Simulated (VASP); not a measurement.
Wanted: the native input for a VASP 6.6.1 run.

| Property | Result |
| --- | --- |
| Task | single point |
| Functional | PBE |
| Potentials or basis | VASP PAW PBE potentials, release 64 (Sc_sv) |
| Cutoff | 520 eV |
| k mesh | 8 × 8 × 11 |
| Occupations | fermi-dirac, width 0.05 eV |
| Spin | no spin polarisation |
| Dipole correction | no |
| Further INCAR settings | ALGO = Normal; EDIFF = 1e-06; NBANDS = 24 |

The structure of Sc lies in POSCAR:

```
Sc
1.0
    5.1227424446      0.0000000000      0.0000000000
   -2.5613712223      4.4364250941      0.0000000000
    0.0000000000      0.0000000000      3.2322660914
Sc
3
Direct
    0.0000000000      0.0000000000      0.0000000000
    0.3333333333      0.6666666667      0.5000000000
    0.6666666667      0.3333333333      0.5000000000
```

This isn't the form of Sc at room conditions, which is hcp.

One way to write it, as run:

INCAR

```
PREC = Accurate
ENCUT = 520
EDIFF = 1E-6
ISMEAR = -1
SIGMA = 0.05
LREAL = F
LASPH = T
NELM = 60
ALGO = Normal
ISIF = 2
LWAVE = F
LCHARG = F
GGA = PE
NBANDS = 24
```

KPOINTS

```
Automatic mesh
0
Gamma
  8 8 11
```

Potentials or basis: VASP PAW PBE potentials, release 64 (Sc_sv).

Run with:

```bash
$ cat potpaw_PBE.64/Sc_sv/POTCAR > POTCAR
$ mpirun -np 1 vasp_std > vasp.out
```

It gave:

```json
{
 "Pressure": "0.0 GPa",
 "Band gap on the k mesh": "zero (an odd number of electrons rules out a gap without spin polarisation)"
}
```

Run time: 2.9 min on 1 thread of Intel Xeon 8259CL (shared host), peak memory 0.23 GiB.
